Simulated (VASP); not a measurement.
A run of VASP 6.6.1 is set up as follows.

Contents of INCAR:

```
SYSTEM = Mo
ALGO     = Fast           ! electronic algorithm
EDIFF    = 1E-7           ! SCF threshold, eV
ENCUT    = 520            ! plane-wave cutoff, eV
GGA      = CA             ! functional
ISIF     = 2              ! what is computed and relaxed
ISMEAR   = 0              ! smearing method
LASPH    = .True.         ! aspherical terms in the spheres
LCHARG   = .False.        ! write CHGCAR
LREAL    = .False.        ! projectors in reciprocal space
LWAVE    = .False.        ! write WAVECAR
NBANDS   = 13             ! bands
NELM     = 100            ! most SCF steps
PREC     = Accurate       ! precision mode
SIGMA    = 0.15           ! smearing width, eV
```

The input KPOINTS:

```
k-points
0
Gamma
  24 24 24
  0 0 0
```

Contents of POSCAR:

```
Mo
1.0
   -1.5218737400      1.5218737400      1.6740611140
    1.5218737400     -1.5218737400      1.6740611140
    1.5218737400      1.5218737400     -1.6740611140
Mo
1
Direct
    0.0000000000      0.0000000000      0.0000000000
```

Potentials or basis: VASP PAW LDA potentials, release 64 (Mo_sv).

Launch:

```sh
$ cat potpaw_LDA.64/Mo_sv/POTCAR > POTCAR
$ mpirun -np 1 vasp_std > vasp.out
```

Problem. Predict the band gap on the k mesh.

Solution. Zero (bands 7 and 8 overlap by 4.94 eV).

Problem. What does it give for the pressure?

Solution. -5.9 GPa.

Stress tensor (GPa, compression positive):
```
  2.69   0.00   0.00
  0.00   2.69   0.00
  0.00   0.00 -23.02
```

Caveat: the stress differs along the axes, from -23 to 3 GPa.
